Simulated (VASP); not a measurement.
**SiO2: single point with PBE**

Crystal: SiO2.

```
Si O
1.0
     5.12909    0.00000    0.00000
     0.00000    5.12909    0.00000
     0.00000    0.00000    7.18502
Si O
4 8
Direct
  0.28838 0.28838 0.00000
  0.21162 0.78838 0.25000
  0.71162 0.71162 0.50000
  0.78838 0.21162 0.75000
  0.24331 0.08222 0.16859
  0.41778 0.74331 0.41859
  0.75669 0.91778 0.66859
  0.58222 0.25669 0.91859
  0.74331 0.41778 0.58141
  0.91778 0.75669 0.33141
  0.25669 0.58222 0.08141
  0.08222 0.24331 0.83141
```

```
Program                : VASP 6.6.1
Task                   : single point
Functional             : PBE
Potentials or basis    : VASP PAW PBE potentials, release 64 (Si, O)
Cutoff                 : 520 eV
k mesh                 : 6 × 6 × 4
Occupations            : gaussian, width 0.02 eV
Spin                   : no spin polarisation
Dipole correction      : no
Further INCAR settings : ALGO = Normal; EDIFF = 1e-07; NBANDS = 44
```

```
Pressure               : -0.4 GPa
Largest force          : 0.012 eV/Å
Band gap on the k mesh : 5.47 eV
```

Forces on the atoms (eV/Å):
```
Si   0.008  0.008  0.000
Si  -0.008  0.008  0.000
Si  -0.008 -0.008  0.000
Si   0.008 -0.008  0.000
O   -0.006  0.001 -0.011
O   -0.001 -0.006 -0.011
O    0.006 -0.001 -0.011
O    0.001  0.006 -0.011
O   -0.006 -0.001  0.011
O   -0.001  0.006  0.011
O    0.006  0.001  0.011
O    0.001 -0.006  0.011
```

Levels at points of the mesh, in eV from the valence-band top:
| k point | band 28 | band 29 | band 30 | band 31 | band 32 | band 33 | band 34 | band 35 | band 36 | band 37 |
| --- | --- | --- | --- | --- | --- | --- | --- | --- | --- | --- |
| (0.00, 0.00, 0.00) | -1.05 | -0.66 | -0.20 | -0.20 | 0.00 | 5.47 | 8.60 | 8.60 | 8.76 | 8.76 |
| (0.50, 0.00, 0.00) | -1.03 | -0.64 | -0.64 | -0.41 | -0.41 | 7.40 | 7.40 | 9.07 | 9.07 | 9.26 |
| (0.50, 0.50, 0.00) | -1.33 | -0.60 | -0.60 | -0.57 | -0.57 | 8.43 | 8.43 | 8.51 | 8.51 | 9.79 |
| (0.00, 0.00, 0.50) | -0.66 | -0.47 | -0.47 | -0.40 | -0.40 | 6.62 | 6.62 | 9.17 | 9.17 | 9.35 |
| (0.50, 0.00, 0.50) | -0.96 | -0.93 | -0.93 | -0.13 | -0.13 | 7.62 | 7.62 | 8.57 | 8.57 | 8.97 |
| (0.50, 0.50, 0.50) | -1.34 | -0.67 | -0.67 | -0.67 | -0.67 | 8.96 | 8.96 | 8.96 | 8.96 | 9.40 |

Wall time 8.1 min on 1 thread of Intel Xeon 8259CL (shared host), peak memory 0.35 GiB.

A k mesh can miss the band edges.
